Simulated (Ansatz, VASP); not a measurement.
Ti2BN: VASP beside Ansatz

```xyz
4
Lattice="1.4845 0.8571 6.8035 -1.4845 0.8571 6.8035 0.0000 -1.7141 6.8035" Properties=species:S:1:pos:R:3 pbc="T T T"
Ti    0.0000    0.0000    7.9788
Ti    0.0000    0.0000   12.4317
B     0.0000    0.0000   10.2053
N     0.0000    0.0000    0.0000
```

Alike in both runs: functional PBE; k mesh 5 × 5 × 5; occupations gaussian, width 0.15 eV; collinear spin.

Ansatz relaxed the structure, and its values are those at the end. VASP's run is a single point on that final structure, the one shown.

|  | VASP | Ansatz |
| --- | --- | --- |
| version | VASP 6.6.1 | Ansatz 0.2.0 |
| potentials or method | VASP PAW PBE potentials, release 64 (Ti_sv, B, N), cutoff 520 eV | scalar-relativistic, plane waves, PAW |
| valence electrons in the cell | 32 | 32 |

Ansatz gave:

```
gap on the k mesh at the Fermi level (eV) : none
pressure (GPa)                            : 0.1
rms of the force components (eV/Å)        : 0.010
net moment per atom (μB)                  : 0.00
```

Q: What did VASP give for the same quantities?

A: gap on the k mesh at the Fermi level (eV): none; pressure (GPa): 0.3; rms of the force components (eV/Å): 0.004; net moment per atom (μB): 0.00.

A gap of «none» marks a metal or a gap that the smearing closes. With one functional, cell and mesh, what is left measures potentials, basis and numerics. Ansatz's warnings: seeded moment not kept.

The k mesh is coarse, so the values compare programs but aren't converged.
